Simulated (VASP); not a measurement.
# Cr (I4/mmm) in VASP: a series of runs, part 2 of 2

VASP 6.6.1. The steps go on from the part before.

## Step 4: Single point, PBE

INCAR reads:

```
SYSTEM = Cr
ALGO = Fast ; EDIFF = 1E-6
ENCUT = 520 ; GGA = PE
ISIF = 2 ; ISMEAR = 0
LASPH = .TRUE. ; LCHARG = .FALSE.
LREAL = .FALSE. ; LWAVE = .FALSE.
NBANDS = 12 ; NELM = 100
PREC = Accurate ; SIGMA = 0.15
```

KPOINTS reads:

```
k-points
0
G
  26 26 26
  0 0 0
```

POSCAR reads:

```
Cr
1.0
   -1.3569269018      1.3569269018      1.6283122822
    1.3569269018     -1.3569269018      1.6283122822
    1.3569269018      1.3569269018     -1.6283122822
Cr
1
Direct
    0.0000000000      0.0000000000      0.0000000000
```

Potentials or basis: VASP PAW PBE potentials, release 64 (Cr_pv).

The run is started by

```bash
> cat potpaw_PBE.64/Cr_pv/POTCAR > POTCAR
> mpirun -np 1 vasp_std > vasp.out
```

OUTCAR:

```text
SYSTEM = Cr
   EDIFF = 1E-6
   ENCUT = 520
   GGA = PE
   ISIF = 2
   ISMEAR = 0
   LASPH = .TRUE.
   LREAL = .FALSE.
   NELM = 100
   PREC = Accurate

 ion  position               nearest neighbor table
   1  0.000  0.000  0.000-

  LATTYP: Found a body centered tetragonal cell.
 ALAT       =     2.7138538036
 C/A-ratio  =     1.2000000000

  Lattice vectors:

 A1 = (  -1.3569269018,   1.3569269018,   1.6283122822)
 A2 = (   1.3569269018,  -1.3569269018,   1.6283122822)
 A3 = (   1.3569269018,   1.3569269018,  -1.6283122822)

Analysis of symmetry for initial positions (statically):
=====================================================================
 Subroutine PRICEL returns:
 Original cell was already a primitive cell.

 Routine SETGRP: Setting up the symmetry group for a
 body centered tetragonal supercell.

 Subroutine GETGRP returns: Found 16 space group operations
 (whereof 16 operations were pure point group operations)
 out of a pool of 16 trial point group operations.

The static configuration has the point symmetry D_4h.

Analysis of symmetry for dynamics (positions and initial velocities):
=====================================================================
 Subroutine PRICEL returns:
 Original cell was already a primitive cell.

 Routine SETGRP: Setting up the symmetry group for a
 body centered tetragonal supercell.

 Subroutine GETGRP returns: Found 16 space group operations
 (whereof 16 operations were pure point group operations)
 out of a pool of 16 trial point group operations.

The dynamic configuration has the point symmetry D_4h.

 Subroutine INISYM returns: Found 16 space group operations
 (whereof 16 operations are pure point group operations),
 and found     1 'primitive' translations

----------------------------------------------------------------------------------------

                                     Primitive cell

  volume of cell :      11.9925

  direct lattice vectors                    reciprocal lattice vectors
    -1.356926902  1.356926902  1.628312282     0.000000000  0.368479687  0.307066406
     1.356926902 -1.356926902  1.628312282     0.368479687  0.000000000  0.307066406
     1.356926902  1.356926902 -1.628312282     0.368479687  0.368479687  0.000000000

  length of vectors
     2.516724483  2.516724483  2.516724483     0.479653059  0.479653059  0.521108971

  position of ions in fractional coordinates (direct lattice)
     0.000000000  0.000000000  0.000000000

  ion indices of the primitive-cell ions
   primitive index   ion index
                 1           1

----------------------------------------------------------------------------------------

 KPOINTS: k-points

Automatic generation of k-mesh.
 Grid dimensions read from file:
 generate k-points for:   26   26   26

 Generating k-lattice:

  Cartesian coordinates                     Fractional coordinates (reciprocal lattice)
     0.000000000  0.014172296  0.011810246     0.038461538  0.000000000  0.000000000
     0.014172296  0.000000000  0.011810246     0.000000000  0.038461538  0.000000000
     0.014172296  0.014172296  0.000000000     0.000000000  0.000000000  0.038461538

  Length of vectors
     0.018448195  0.018448195  0.020042653

  Shift w.r.t. Gamma in fractional coordinates (k-lattice)
     0.000000000  0.000000000  0.000000000

 Subroutine IBZKPT returns following result:
 ===========================================

 Found   1330 irreducible k-points:

 Following reciprocal coordinates:
            Coordinates               Weight
  0.000000  0.000000  0.000000      1.000000
  0.038462  0.000000  0.000000      8.000000
  0.076923  0.000000  0.000000      8.000000
  0.115385 -0.000000  0.000000      8.000000
  0.153846  0.000000  0.000000      8.000000
  0.192308  0.000000 -0.000000      8.000000
[... 16 lines left out ...]
  0.346154  0.038462  0.000000     16.000000
  0.384615  0.038462 -0.000000     16.000000
 [... further k-points ...]
   k-points           NKPTS =   1330   k-points in BZ     NKDIM =   1330   number of bands    NBANDS=     12
   number of dos      NEDOS =    301   number of ions     NIONS =      1
   total plane-waves  NPLWV =   8000
   dimension x,y,z NGX =    20 NGY =   20 NGZ =   20
   dimension x,y,z NGXF=    40 NGYF=   40 NGZF=   40
   ions per type =               1
   NGX,Y,Z   is equivalent  to a cutoff of  13.21, 13.21, 13.21 a.u.
   NGXF,Y,Z  is equivalent  to a cutoff of  26.42, 26.42, 26.42 a.u.
 SYSTEM =  Cr
   PREC   = accura    normal or accurate (medium, high low for compatibility)
   ISTART =      0    job   : 0-new  1-cont  2-samecut
   ICHARG =      2    charge: 1-file 2-atom 10-const
   ISPIN  =      1    spin polarized calculation?
   LNONCOLLINEAR =      F non collinear calculations
   LSORBIT =      F    spin-orbit coupling
   LASPH  =      T    aspherical Exc in radial PAW
   ENCUT  =  520.0 eV  38.22 Ry    6.18 a.u.   4.68  4.68  4.68*2*pi/ulx,y,z
   NELM   =    100;   NELMIN=  2; NELMDL= -5     # of ELM steps
   EDIFF  = 0.1E-05   stopping-criterion for ELM
   LREAL  =      F    real-space projection
   EDIFFG = 0.1E-04   stopping-criterion for IOM
   NSW    =      0    number of steps for IOM
   IBRION =     -1    ionic relax: 0-MD 1-quasi-New 2-CG
   NFREE  =      0    steps in history (QN), initial steepest desc. (CG)
   ISIF   =      2    stress and relaxation
   ISYM   =      2    0-nonsym 1-usesym 2-fastsym
   POTIM  = 0.5000    time-step for ionic-motion
   TEBEG  =    0.0;   TEEND  =   0.0 temperature during run
   PSTRESS=    0.0 pullay stress
   NELECT =      12.0000    total number of electrons
   NUPDOWN=      -1.0000    fix difference up-down
   EMIN   =  10.00;   EMAX   =-10.00  energy-range for DOS
   EFERMI =   0.00;   METHOD = LEGACY
   ISMEAR =     0;   SIGMA  =   0.15  broadening in eV -4-tet -1-fermi 0-gaus
   EFERMI_NEDOS =   21; number of points for ismear=-14 and -15
   IALGO  =     68    algorithm
   IMIX   =      4    mixing-type and parameters
     AMIX     =   0.40;   BMIX     =  1.00
     AMIX_MAG =   1.60;   BMIX_MAG =  1.00
  volume/ion in A,a.u.               =      11.99        80.93
  Fermi-wavevector in a.u.,A,eV,Ry     =   1.637439  3.094310 36.480015  2.681205
  Thomas-Fermi vector in A             =   2.728578
   LORBIT       =      0    0 simple, 1 ext, 2 COOP (PROOUT), +10 PAW based schemes
   GGA     = PE    functional components
   LHFCALC =     F    Hartree Fock is set to
   AEXX    =    0.0000 exact exchange contribution
   IVDW    =     0    specifies the selected vdW correction
   LEPSILON=     F    determine dielectric tensor
   LRPA    =     F    only Hartree local field effects (RPA)
 non-spin polarized calculation
 RMM-DIIS sequential band-by-band and
 Gauss-broadening in eV      SIGMA  =   0.15
  energy-cutoff  :      520.00
  volume of cell :       11.99
 maximum number of plane-waves:       332
   NGX =  9   NGY =  9   NGZ =  9

 number of electron      12.0000007 magnetization

 Free energy of the ion-electron system (eV)
  ---------------------------------------------------
  ext. energy  EPLUGINS =         0.00000000
  ---------------------------------------------------
  free energy    TOTEN  =        -9.30093253 eV

  energy without entropy =       -9.28644277  energy(sigma->0) =       -9.29368765

 E-fermi :  10.4262     XC(G=0): -13.4512

 val. band max:       10.4255865059   @ k =  -0.2308   0.5000   0.1923
 cond. band min:      10.4264147361   @ k =   0.4615   0.3846  -0.0000
 fundamental gap:      0.0008282302
 Fermi energy:        10.4261889897

 k-point     1 :       0.0000    0.0000    0.0000
  band No.  band energies     occupation
      1     -32.2729      2.00000
      2     -32.2729      2.00000
      3     -32.2719      2.00000
      4       2.7316      2.00000
      5       9.4268      2.00000
      6       9.4268      2.00000
      7      10.5919      0.11827
      8      10.6736      0.01968
      9      11.9193      0.00000
     10      17.5972      0.00000
     11      30.4896      0.00000
     12      33.9312      0.00000
[... 331 lines left out ...]
 k-point    24 :       0.3846    0.0385   -0.0000
  band No.  band energies     occupation
      1     -33.0164      2.00000
      2     -32.4530      2.00000
      3     -32.2950      2.00000
      4       6.2386      2.00000
      5       8.9372      2.00000
      6      10.0953      1.99819
      7      10.5935      0.11468
      8      12.0744      0.00000
      9      12.7601      0.00000
     10      17.5930      0.00000
     11      21.0592      0.00000
     12      28.5990      0.00000

 [... further k-points ...]

------------------------ aborting loop because EDIFF is reached ----------------------------------------

  FORCE on cell =-STRESS in cart. coord.  units (eV):
  Direction    XX          YY          ZZ          XY          YZ          ZX
  --------------------------------------------------------------------------------------
  -------------------------------------------------------------------------------------
  Total        0.4373619      0.4373619     -2.0457700      0.0000000      0.0000000      0.0000000
  in kB       58.4306820     58.4306820   -273.3108034      0.0000000      0.0000000      0.0000000
  external PRESSURE =     -52.1498132 kB  Pullay stress =       0.0000000 kB

 VOLUME and BASIS-vectors are now :
 -----------------------------------------------------------------------------
  energy-cutoff  :      520.00
  volume of cell :       11.99
      direct lattice vectors                 reciprocal lattice vectors
    -1.356926902  1.356926902  1.628312282     0.000000000  0.368479687  0.307066406
     1.356926902 -1.356926902  1.628312282     0.368479687  0.000000000  0.307066406
     1.356926902  1.356926902 -1.628312282     0.368479687  0.368479687  0.000000000

 POSITION                                       TOTAL-FORCE (eV/Angst)
 -----------------------------------------------------------------------------------
      0.00000      0.00000      0.00000        -0.000000     -0.000000     -0.000000
 -----------------------------------------------------------------------------------
    total drift:                                0.000000     -0.000000      0.000000

  FREE ENERGIE OF THE ION-ELECTRON SYSTEM (eV)
  ---------------------------------------------------
  free  energy   TOTEN  =        -9.3009325265 eV

  energy  without entropy=       -9.2864427707  energy(sigma->0) =       -9.29368765
```

OSZICAR:

```text
N       E                     dE             d eps       ncg     rms          rms(c)
DAV:   1     0.806874976214E+02    0.80687E+02   -0.71216E+03 32156   0.119E+03
DAV:   2    -0.975836226200E+01   -0.90446E+02   -0.87305E+02 32380   0.297E+02
DAV:   3    -0.109792546593E+02   -0.12209E+01   -0.12150E+01 36392   0.413E+01
DAV:   4    -0.109858785984E+02   -0.66239E-02   -0.66237E-02 34004   0.304E+00
DAV:   5    -0.109859605611E+02   -0.81963E-04   -0.81963E-04 35404   0.311E-01    0.123E+01
RMM:   6    -0.932800057038E+01    0.16580E+01   -0.42876E+00 34080   0.245E+01    0.198E+00
RMM:   7    -0.931084356953E+01    0.17157E-01   -0.79468E-02 35792   0.344E+00    0.104E+00
RMM:   8    -0.930183584952E+01    0.90077E-02   -0.11006E-02 37153   0.107E+00    0.270E-01
RMM:   9    -0.930092240559E+01    0.91344E-03   -0.25868E-03 36943   0.649E-01    0.389E-02
RMM:  10    -0.930093775767E+01   -0.15352E-04   -0.15741E-04 37862   0.189E-01    0.131E-02
RMM:  11    -0.930093198693E+01    0.57707E-05   -0.17385E-05 36660   0.617E-02    0.321E-03
RMM:  12    -0.930093252652E+01   -0.53959E-06   -0.33206E-06 28335   0.249E-02
   1 F= -.93009325E+01 E0= -.92936876E+01  d E =-.144898E-01
```

It took 3.2 min on 1 thread of AMD EPYC 7R43 (Zen 3), shared host; peak memory 0.25 GiB.

Results:

* Free energy: -9.3009 eV
* Pressure: -5.2 GPa
* Band gap on the k mesh: zero (band 6 reaches 12.62 eV, above the bottom of band 7 at 9.84 eV)

Stress tensor (GPa, compression positive):
```
  5.84   0.00   0.00
  0.00   5.84   0.00
  0.00   0.00 -27.33
```

Levels at points of the mesh, in eV from the Fermi level:
```tsv
k point	band 3	band 4	band 5	band 6	band 7	band 8	band 9	band 10
(0.00, 0.00, 0.00)	-42.70	-7.69	-1.00	-1.00	0.17	0.25	1.49	7.17
(0.50, 0.00, 0.00)	-42.72	-4.14	-1.59	0.08	0.68	1.81	2.53	7.16
(0.50, 0.50, 0.00)	-42.81	-4.29	-3.17	1.95	1.98	2.22	2.80	7.17
(0.50, 0.50, 0.50)	-43.13	-4.25	-3.75	2.20	2.49	2.49	6.33	7.17
```

Caveat: the run has no spin polarisation, though such a crystal can be magnetic. Spin polarisation is off, so any magnetic state and its effect on volume and gap are missing.

## Step 5: Single point, PBE

INCAR reads:

```
  PREC = Accurate
  ENCUT = 520
  EDIFF = 1E-6
  ISMEAR = 0
  SIGMA = 0.15
  LREAL = False
  LASPH = True
  NELM = 80
  ALGO = Fast
  ISIF = 2
  LWAVE = False
  LCHARG = False
  GGA = PE
  NBANDS = 12
```

KPOINTS reads:

```
regular mesh
0
Gamma
  26 26 26
```

POSCAR reads:

```
Cr
1.0
   -1.5664576830      1.5664576830      1.2218369927
    1.5664576830     -1.5664576830      1.2218369927
    1.5664576830      1.5664576830     -1.2218369927
Cr
1
Direct
    0.0000000000      0.0000000000      0.0000000000
```

The run is started by

```bash
> cat potpaw_PBE.64/Cr_pv/POTCAR > POTCAR
> mpirun -np 1 vasp_std > vasp.out
```

Wall time 3.2 min (1 thread of AMD EPYC 7R43 (Zen 3), shared host); peak memory 0.25 GiB.

It converged, with:

```yaml
Free_energy: -9.1680 eV
Pressure: -1.9 GPa
Band_gap_on_the_k_mesh: zero (band 6 reaches 12.88 eV, above the bottom of band 7 at 9.31 eV)
```

Stress tensor (GPa, compression positive):
```
-11.73   0.00   0.00
  0.00 -11.73   0.00
  0.00   0.00  17.62
```

Levels at points of the mesh, in eV from the Fermi level:
| k point | band 3 | band 4 | band 5 | band 6 | band 7 | band 8 | band 9 | band 10 |
| --- | --- | --- | --- | --- | --- | --- | --- | --- |
| (0.00, 0.00, 0.00) | -42.42 | -7.67 | -1.97 | -0.40 | 0.35 | 0.35 | 1.83 | 7.27 |
| (0.50, 0.00, 0.00) | -42.78 | -4.17 | -2.83 | 0.90 | 2.20 | 2.51 | 2.72 | 7.26 |
| (0.50, 0.50, 0.00) | -42.56 | -4.09 | -0.47 | -0.34 | -0.28 | 0.84 | 2.70 | 7.25 |
| (0.50, 0.50, 0.50) | -42.72 | -4.33 | -3.70 | 2.45 | 2.45 | 2.66 | 7.26 | 7.50 |

Caveat: the run has no spin polarisation, though such a crystal can be magnetic. Spin polarisation is off, so any magnetic state and its effect on volume and gap are missing.

## Step 6: Single point, PBE

INCAR reads:

```
PREC = Accurate
ENCUT = 520
EDIFF = 1E-7
ISMEAR = 0
SIGMA = 0.15
LREAL = F
LASPH = T
NELM = 100
ALGO = Fast
ISIF = 2
LWAVE = F
LCHARG = F
GGA = PE
NBANDS = 12
```

KPOINTS reads:

```
Automatic mesh
0
Gamma
  26 26 26
```

POSCAR reads:

```
Cr
1.0
   -1.3212015786      1.3212015786      1.7175620522
    1.3212015786     -1.3212015786      1.7175620522
    1.3212015786      1.3212015786     -1.7175620522
Cr
1
Direct
    0.0000000000      0.0000000000      0.0000000000
```

Potentials or basis: VASP PAW PBE potentials, release 64 (Cr_pv).

The run is started by

```bash
> cat potpaw_PBE.64/Cr_pv/POTCAR > POTCAR
> mpirun -np 1 vasp_std > vasp.out
```

Wall time 3.1 min (1 thread of AMD EPYC 7R43 (Zen 3), shared host); peak memory 0.25 GiB.

It converged, with:

```yaml
Free_energy: -9.1848 eV
Pressure: -3.2 GPa
Band_gap_on_the_k_mesh: zero (band 6 reaches 12.63 eV, above the bottom of band 7 at 9.84 eV)
```

Stress tensor (GPa, compression positive):
```
  4.44   0.00   0.00
  0.00   4.44   0.00
  0.00   0.00 -18.62
```

Levels at points of the mesh, in eV from the Fermi level:
| k point | band 2 | band 3 | band 4 | band 5 | band 6 | band 7 | band 8 | band 9 | band 10 | band 11 |
| --- | --- | --- | --- | --- | --- | --- | --- | --- | --- | --- |
| (0.00, 0.00, 0.00) | -42.52 | -42.50 | -7.56 | -0.73 | -0.73 | -0.05 | 0.76 | 1.53 | 7.37 | 19.79 |
| (0.50, 0.00, 0.00) | -42.67 | -42.56 | -3.97 | -1.06 | -0.21 | 0.74 | 2.19 | 2.55 | 7.36 | 9.18 |
| (0.50, 0.50, 0.00) | -42.81 | -42.71 | -4.15 | -3.22 | 2.30 | 2.40 | 2.89 | 2.92 | 7.37 | 11.51 |
| (0.50, 0.50, 0.50) | -42.88 | -42.88 | -4.14 | -3.46 | 2.33 | 2.70 | 2.70 | 4.98 | 7.37 | 13.80 |

Caveat: the run has no spin polarisation, though such a crystal can be magnetic. Spin polarisation is off, so any magnetic state and its effect on volume and gap are missing.

## Step 7: Overview

```tsv
cell	further INCAR settings	gap on the mesh (eV)	pressure (GPa)
a = 2.559 Å, angles 101.5, 101.5, 126.9°, 1 atom	ALGO = Fast; EDIFF = 1e-06; NBANDS = 12	none	3.5
a = 2.512 Å, angles 105.4, 105.4, 118.0°, 1 atom	ALGO = Fast; EDIFF = 1e-07; NBANDS = 12	none	-5.5
a = 2.517 Å, angles 114.7, 114.7, 99.4°, 1 atom	ALGO = Fast; EDIFF = 1e-06; NBANDS = 12	none	-5.2
a = 2.530 Å, angles 103.5, 103.5, 122.2°, 1 atom	ALGO = Fast; EDIFF = 1e-06; NBANDS = 12	none	-1.9
a = 2.538 Å, angles 117.3, 117.3, 94.8°, 1 atom	ALGO = Fast; EDIFF = 1e-07; NBANDS = 12	none	-3.2
```

Alike in all rows: task single point; level PBE; potentials or basis VASP PAW PBE potentials, release 64 (Cr_pv); no spin polarisation; k mesh 26 × 26 × 26; cutoff (eV) 520; smearing gaussian 0.15 eV.

Caveats: the run has no spin polarisation, though such a crystal can be magnetic.

Total energies depend on the potentials used, so only differences within one code and one set of settings carry meaning.
